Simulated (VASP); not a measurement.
# NaCl (P-1) in VASP: single point with PBE+U

Aim: the single point of NaCl with PBE+U.

All numbers are computed with VASP 6.6.1; they aren't measurements. Logs are shortened: lines on timing, memory, paths and dates and some standing lists are left out, and cuts for length are marked.

**1. The cell of the first run**

The typed cell holds 2 atoms: a = 3.458 Å, b = 3.505 Å, c = 3.479 Å, α = 90.47°, β = 90.21°, γ = 90.43°.

**2. Single point, PBE+U, collinear spin**

Input file INCAR:

```
SYSTEM = NaCl
  ALGO = Normal
  EDIFF = 1E-6
  ENCUT = 500
  GGA = PE
  GGA_COMPAT = .False.
  ISIF = 2
  ISMEAR = 0
  ISPIN = 2
  LASPH = .True.
  LCHARG = .True.
  LDAU = .True.
  LDAUJ = 0 0
  LDAUL = -1 1
  LDAUPRINT = 1
  LDAUTYPE = 2
  LDAUU = 0 3
  LELF = .True.
  LORBIT = 11
  LREAL = .False.
  LVHAR = .True.
  LWAVE = .False.
  MAGMOM = 0 -5
  NBANDS = 18
  NELM = 200
  PREC = Accurate
  SIGMA = 0.1
```

Input file KPOINTS:

```
k-points
0
Gamma
  2 2 2
  0 0 0
```

Input file POSCAR:

```
NaCl
1.0
    3.4579803856     -0.0130727160     -0.0063963744
   -0.0130727160      3.5051049976     -0.0144029123
   -0.0063963744     -0.0144029123      3.4790078306
Na Cl
1 1
Direct
    0.0000000000      0.0000000000      0.0000000000
    0.5000000000      0.5000000000      0.5000000000
```

Potentials or basis: VASP PAW PBE potentials, release 64 (Na_pv, Cl).

The run is started by

```bash
> cat potpaw_PBE.64/Na_pv/POTCAR potpaw_PBE.64/Cl/POTCAR > POTCAR
> mpirun -np 1 vasp_std > vasp.out
```

OUTCAR:

```text
SYSTEM = NaCl
   EDIFF = 1E-6
   ENCUT = 500
   GGA = PE
   ISIF = 2
   ISMEAR = 0
   ISPIN = 2
   LASPH = .True.
   LORBIT = 11
   LREAL = .False.
   NELM = 200
   PREC = Accurate

 ion  position               nearest neighbor table
   1  0.000  0.000  0.000-
   2  0.500  0.500  0.500-

  LATTYP: Found a triclinic cell.
 ALAT       =     3.4790435241
 B/A-ratio  =     1.4125318891
 C/A-ratio  =     1.0075065008
 COS(alpha) =     0.0005557904
 COS(beta)  =     0.0082420040
 COS(gamma) =     0.7105329017

  Lattice vectors:

 A1 = (  -0.0063963744,  -0.0144029123,   3.4790078306)
 A2 = (  -3.4643767600,  -0.0013301963,   3.4854042050)
 A3 = (   0.0130727160,  -3.5051049976,   0.0144029123)

Analysis of symmetry for initial positions (statically):
=====================================================================
 Subroutine PRICEL returns:
 Original cell was already a primitive cell.

 Routine SETGRP: Setting up the symmetry group for a
 triclinic supercell.

 Subroutine GETGRP returns: Found  2 space group operations
 (whereof  2 operations were pure point group operations)
 out of a pool of  2 trial point group operations.

The static configuration has the point symmetry S_2 .

Analysis of symmetry for dynamics (positions and initial velocities):
=====================================================================
 Subroutine PRICEL returns:
 Original cell was already a primitive cell.

 Routine SETGRP: Setting up the symmetry group for a
 triclinic supercell.

 Subroutine GETGRP returns: Found  2 space group operations
 (whereof  2 operations were pure point group operations)
 out of a pool of  2 trial point group operations.

The dynamic configuration has the point symmetry S_2 .

Analysis of structural, dynamic, and magnetic symmetry:
=====================================================================
 Subroutine PRICEL returns:
 Original cell was already a primitive cell.

 Routine SETGRP: Setting up the symmetry group for a
 triclinic supercell.

 Subroutine GETGRP returns: Found  2 space group operations
 (whereof  2 operations were pure point group operations)
 out of a pool of  2 trial point group operations.

The overall configuration has the point symmetry S_2 .

 Subroutine INISYM returns: Found  2 space group operations
 (whereof  2 operations are pure point group operations),
 and found     1 'primitive' translations

----------------------------------------------------------------------------------------

                                     Primitive cell

  volume of cell :      42.1662

  direct lattice vectors                    reciprocal lattice vectors
     3.457980386 -0.013072716 -0.006396374     0.289191218  0.001080777  0.000536171
    -0.013072716  3.505104998 -0.014402912     0.001080777  0.285307051  0.001183143
    -0.006396374 -0.014402912  3.479007831     0.000536171  0.001183143  0.287444156

  length of vectors
     3.458011012  3.505158967  3.479043524     0.289193734  0.285311551  0.287447091

  position of ions in fractional coordinates (direct lattice)
     0.000000000  0.000000000  0.000000000
     0.500000000  0.500000000  0.500000000

  ion indices of the primitive-cell ions
   primitive index   ion index
                 1           1
                 2           2

----------------------------------------------------------------------------------------

 KPOINTS: k-points

Automatic generation of k-mesh.
 Grid dimensions read from file:
 generate k-points for:    2    2    2

 Generating k-lattice:

  Cartesian coordinates                     Fractional coordinates (reciprocal lattice)
     0.144595609  0.000540389  0.000268085     0.500000000  0.000000000  0.000000000
     0.000540389  0.142653525  0.000591572     0.000000000  0.500000000  0.000000000
     0.000268085  0.000591572  0.143722078    -0.000000000  0.000000000  0.500000000

  Length of vectors
     0.144596867  0.142655775  0.143723546

  Shift w.r.t. Gamma in fractional coordinates (k-lattice)
     0.000000000  0.000000000  0.000000000

 Subroutine IBZKPT returns following result:
 ===========================================

 Found      8 irreducible k-points:

 Following reciprocal coordinates:
            Coordinates               Weight
  0.000000  0.000000  0.000000      1.000000
  0.500000 -0.000000  0.000000      1.000000
  0.000000  0.500000  0.000000      1.000000
  0.500000  0.500000  0.000000      1.000000
  0.000000  0.000000  0.500000      1.000000
  0.500000  0.000000  0.500000      1.000000
  0.000000  0.500000  0.500000      1.000000
  0.500000  0.500000  0.500000      1.000000
   k-points           NKPTS =      8   k-points in BZ     NKDIM =      8   number of bands    NBANDS=     18
   number of dos      NEDOS =    301   number of ions     NIONS =      2
   total plane-waves  NPLWV =  21952
   dimension x,y,z NGX =    28 NGY =   28 NGZ =   28
   dimension x,y,z NGXF=    56 NGYF=   56 NGZF=   56
   ions per type =               1   1
   NGX,Y,Z   is equivalent  to a cutoff of  13.46, 13.28, 13.38 a.u.
   NGXF,Y,Z  is equivalent  to a cutoff of  26.92, 26.56, 26.76 a.u.
 SYSTEM =  NaCl
   PREC   = accura    normal or accurate (medium, high low for compatibility)
   ISTART =      0    job   : 0-new  1-cont  2-samecut
   ICHARG =      2    charge: 1-file 2-atom 10-const
   ISPIN  =      2    spin polarized calculation?
   LNONCOLLINEAR =      F non collinear calculations
   LSORBIT =      F    spin-orbit coupling
   LASPH  =      T    aspherical Exc in radial PAW
   ENCUT  =  500.0 eV  36.75 Ry    6.06 a.u.   6.30  6.39  6.34*2*pi/ulx,y,z
   NELM   =    200;   NELMIN=  2; NELMDL= -5     # of ELM steps
   EDIFF  = 0.1E-05   stopping-criterion for ELM
   LREAL  =      F    real-space projection
   EDIFFG = 0.1E-04   stopping-criterion for IOM
   NSW    =      0    number of steps for IOM
   IBRION =     -1    ionic relax: 0-MD 1-quasi-New 2-CG
   NFREE  =      0    steps in history (QN), initial steepest desc. (CG)
   ISIF   =      2    stress and relaxation
   ISYM   =      2    0-nonsym 1-usesym 2-fastsym
   POTIM  = 0.5000    time-step for ionic-motion
   TEBEG  =    0.0;   TEEND  =   0.0 temperature during run
   PSTRESS=    0.0 pullay stress
   NELECT =      14.0000    total number of electrons
   NUPDOWN=      -1.0000    fix difference up-down
   EMIN   =  10.00;   EMAX   =-10.00  energy-range for DOS
   EFERMI =   0.00;   METHOD = LEGACY
   ISMEAR =     0;   SIGMA  =   0.10  broadening in eV -4-tet -1-fermi 0-gaus
   EFERMI_NEDOS =   21; number of points for ismear=-14 and -15
   IALGO  =     38    algorithm
   IMIX   =      4    mixing-type and parameters
     AMIX     =   0.40;   BMIX     =  1.00
     AMIX_MAG =   1.60;   BMIX_MAG =  1.00
  volume/ion in A,a.u.               =      21.08       142.28
  Fermi-wavevector in a.u.,A,eV,Ry     =   1.133608  2.142208 17.484396  1.285067
  Thomas-Fermi vector in A             =   2.270311
   LORBIT       =     11    0 simple, 1 ext, 2 COOP (PROOUT), +10 PAW based schemes
 LDA+U is selected, type is set to LDAUTYPE =  2
   angular momentum for each species LDAUL =    -1    1
   U (eV)           for each species LDAUU =   0.0  3.0
   J (eV)           for each species LDAUJ =   0.0  0.0
   GGA     = PE    functional components
   LHFCALC =     F    Hartree Fock is set to
   AEXX    =    0.0000 exact exchange contribution
   IVDW    =     0    specifies the selected vdW correction
   LEPSILON=     F    determine dielectric tensor
   LRPA    =     F    only Hartree local field effects (RPA)
 spin polarized calculation
 Gauss-broadening in eV      SIGMA  =   0.10
  energy-cutoff  :      500.00
  volume of cell :       42.17
 maximum number of plane-waves:      1076
 NGX is ok and might be reduce to    28
   NGX = 13   NGY = 13   NGZ = 13

 number of electron      13.9999990 magnetization      -0.0010402

 number of electron      13.9999990 magnetization       0.0000113

 Free energy of the ion-electron system (eV)
  ---------------------------------------------------
  ext. energy  EPLUGINS =         0.00000000
  ---------------------------------------------------
  free energy    TOTEN  =        -3.83328095 eV

  energy without entropy =       -3.83328095  energy(sigma->0) =       -3.83328095

 E-fermi :   1.2373     XC(G=0):  -8.4093

 val. band max:        0.7079634235   @ k =   0.0000   0.5000   0.5000
 cond. band min:       4.7160463408   @ k =   0.0000   0.0000   0.0000
 fundamental gap:      4.0080829174
 Fermi energy:         1.2373486797

 spin component 1

 k-point     1 :       0.0000    0.0000    0.0000
  band No.  band energies     occupation
      1     -21.7029      1.00000
      2     -21.7021      1.00000
      3     -21.6996      1.00000
      4     -12.4702      1.00000
      5       0.1009      1.00000
      6       0.1663      1.00000
[... 10 lines left out ...]
     17      20.3205      0.00000
     18      20.5647      0.00000

 k-point     2 :       0.5000   -0.0000    0.0000
  band No.  band energies     occupation
      1     -21.7471      1.00000
      2     -21.6981      1.00000
      3     -21.6958      1.00000
      4     -12.0647      1.00000
      5      -2.3691      1.00000
      6       0.3593      1.00000
[... 10 lines left out ...]
     17      20.0305      0.00000
     18      20.4234      0.00000

 k-point     3 :       0.0000    0.5000    0.0000
  band No.  band energies     occupation
      1     -21.7401      1.00000
      2     -21.6993      1.00000
      3     -21.6979      1.00000
      4     -12.0953      1.00000
      5      -2.3671      1.00000
      6       0.3949      1.00000
[... 76 lines left out ...]
 k-point     7 :       0.0000    0.5000    0.5000
  band No.  band energies     occupation
      1     -21.7357      1.00000
      2     -21.7309      1.00000
      3     -21.6958      1.00000
      4     -11.8036      1.00000
      5      -1.6839      1.00000
      6      -1.6499      1.00000
[... 10 lines left out ...]
     17      20.8390      0.00000
     18      20.8854      0.00000

 k-point     8 :       0.5000    0.5000    0.5000
  band No.  band energies     occupation
      1     -21.7331      1.00000
      2     -21.7298      1.00000
      3     -21.7247      1.00000
      4     -11.4929      1.00000
      5      -1.2585      1.00000
      6      -1.2361      1.00000
[... 10 lines left out ...]
     17      24.0271      0.00000
     18      24.1117      0.00000
 Fermi energy:         1.2373486797

 spin component 2

 k-point     1 :       0.0000    0.0000    0.0000
  band No.  band energies     occupation
      1     -21.7029      1.00000
      2     -21.7021      1.00000
      3     -21.6996      1.00000
      4     -12.4702      1.00000
      5       0.1009      1.00000
      6       0.1663      1.00000
[... 10 lines left out ...]
     17      20.3204      0.00000
     18      20.5646      0.00000

 k-point     2 :       0.5000   -0.0000    0.0000
  band No.  band energies     occupation
      1     -21.7471      1.00000
      2     -21.6981      1.00000
      3     -21.6957      1.00000
      4     -12.0647      1.00000
      5      -2.3691      1.00000
      6       0.3593      1.00000
[... 10 lines left out ...]
     17      20.0305      0.00000
     18      20.4234      0.00000

 k-point     3 :       0.0000    0.5000    0.0000
  band No.  band energies     occupation
      1     -21.7401      1.00000
      2     -21.6993      1.00000
      3     -21.6979      1.00000
      4     -12.0953      1.00000
      5      -2.3671      1.00000
      6       0.3949      1.00000
[... 76 lines left out ...]
 k-point     7 :       0.0000    0.5000    0.5000
  band No.  band energies     occupation
      1     -21.7357      1.00000
      2     -21.7309      1.00000
      3     -21.6958      1.00000
      4     -11.8036      1.00000
      5      -1.6839      1.00000
      6      -1.6499      1.00000
[... 10 lines left out ...]
     17      20.8390      0.00000
     18      20.8866      0.00000

 k-point     8 :       0.5000    0.5000    0.5000
  band No.  band energies     occupation
      1     -21.7331      1.00000
      2     -21.7297      1.00000
      3     -21.7247      1.00000
      4     -11.4929      1.00000
      5      -1.2585      1.00000
      6      -1.2361      1.00000
[... 10 lines left out ...]
     17      24.0177      0.00000
     18      24.2007      0.00000

------------------------ aborting loop because EDIFF is reached ----------------------------------------

  FORCE on cell =-STRESS in cart. coord.  units (eV):
  Direction    XX          YY          ZZ          XY          YZ          ZX
  --------------------------------------------------------------------------------------
  -------------------------------------------------------------------------------------
  Total        1.2375156      0.8687059      1.0700750     -0.0172190     -0.0188564     -0.0077287
  in kB       47.0215907     33.0080145     40.6593877     -0.6542669     -0.7164826     -0.2936670
  external PRESSURE =      40.2296643 kB  Pullay stress =       0.0000000 kB

 VOLUME and BASIS-vectors are now :
 -----------------------------------------------------------------------------
  energy-cutoff  :      500.00
  volume of cell :       42.17
      direct lattice vectors                 reciprocal lattice vectors
     3.457980386 -0.013072716 -0.006396374     0.289191218  0.001080777  0.000536171
    -0.013072716  3.505104998 -0.014402912     0.001080777  0.285307051  0.001183143
    -0.006396374 -0.014402912  3.479007831     0.000536171  0.001183143  0.287444156

 POSITION                                       TOTAL-FORCE (eV/Angst)
 -----------------------------------------------------------------------------------
      0.00000      0.00000      0.00000        -0.000000      0.000000      0.000000
      1.71926      1.73881      1.72910         0.000000     -0.000000     -0.000000
 -----------------------------------------------------------------------------------
    total drift:                               -0.000000      0.000000      0.000000

  FREE ENERGIE OF THE ION-ELECTRON SYSTEM (eV)
  ---------------------------------------------------
  free  energy   TOTEN  =        -3.8332809516 eV

  energy  without entropy=       -3.8332809516  energy(sigma->0) =       -3.83328095

 total charge

# of ion       s       p       d       tot
------------------------------------------
    1        0.027   5.968   0.000   5.995
    2        1.573   3.697   0.000   5.271
--------------------------------------------------
tot          1.600   9.666   0.000  11.266

 magnetization (x)

# of ion       s       p       d       tot
------------------------------------------
    1       -0.000   0.000   0.000   0.000
    2       -0.000  -0.000   0.000  -0.000
--------------------------------------------------
tot         -0.000  -0.000   0.000  -0.000
```

It took 9.8 s on 1 thread of Intel Xeon 6975P-C (Granite Rapids), shared host; peak memory 0.16 GiB.

What came out:

```yaml
Free_energy: -3.8333 eV
Pressure: 4.0 GPa
Band_gap_on_the_k_mesh: 4.01 eV (least direct gap 4.50 eV)
Net_moment: 0.00 μB per cell
Valence_electrons_inside_the_program's_atomic_spheres: Na 6.00; Cl 5.27
```

Stress tensor (GPa, compression positive):
```
 4.70 -0.07 -0.03
-0.07  3.30 -0.07
-0.03 -0.07  4.07
```

Levels at points of the mesh, in eV from the valence-band top:
Spin up:
```csv
k point,band 3,band 4,band 5,band 6,band 7,band 8,band 9,band 10,band 11,band 12
"(0.00, 0.00, 0.00)",-22.41,-13.18,-0.61,-0.54,-0.49,4.01,8.51,8.62,15.60,15.75
"(0.50, 0.00, 0.00)",-22.40,-12.77,-3.08,-0.35,-0.29,6.95,8.63,10.55,11.73,11.88
"(0.00, 0.50, 0.00)",-22.41,-12.80,-3.08,-0.31,-0.26,7.00,8.55,10.56,11.84,11.96
"(0.50, 0.50, 0.00)",-22.40,-12.50,-2.40,-2.34,-0.03,5.45,9.96,11.00,11.16,12.61
"(0.00, 0.00, 0.50)",-22.40,-12.79,-3.08,-0.36,-0.25,6.97,8.59,10.56,11.71,11.98
"(0.50, 0.00, 0.50)",-22.40,-12.48,-2.38,-2.35,-0.07,5.49,9.89,11.03,11.10,12.51
"(0.00, 0.50, 0.50)",-22.40,-12.51,-2.39,-2.36,0.00,5.41,10.02,11.04,11.16,12.71
"(0.50, 0.50, 0.50)",-22.43,-12.20,-1.97,-1.94,-1.91,7.02,7.04,7.12,11.59,15.85
```
Spin down:
```csv
k point,band 5,band 6,band 7,band 8,band 9,band 10
"(0.00, 0.00, 0.00)",-0.61,-0.54,-0.49,4.01,8.51,8.62
"(0.50, 0.00, 0.00)",-3.08,-0.35,-0.29,6.95,8.63,10.55
"(0.00, 0.50, 0.00)",-3.08,-0.31,-0.26,7.00,8.55,10.56
"(0.50, 0.50, 0.00)",-2.40,-2.34,-0.03,5.45,9.96,11.00
"(0.00, 0.00, 0.50)",-3.08,-0.36,-0.25,6.97,8.59,10.56
"(0.50, 0.00, 0.50)",-2.38,-2.35,-0.07,5.49,9.89,11.03
"(0.00, 0.50, 0.50)",-2.39,-2.36,0.00,5.41,10.02,11.04
"(0.50, 0.50, 0.50)",-1.97,-1.94,-1.91,7.02,7.04,7.12
```

Caveat: the k points lie up to 0.91 Å⁻¹ apart. A k mesh can miss the band edges.
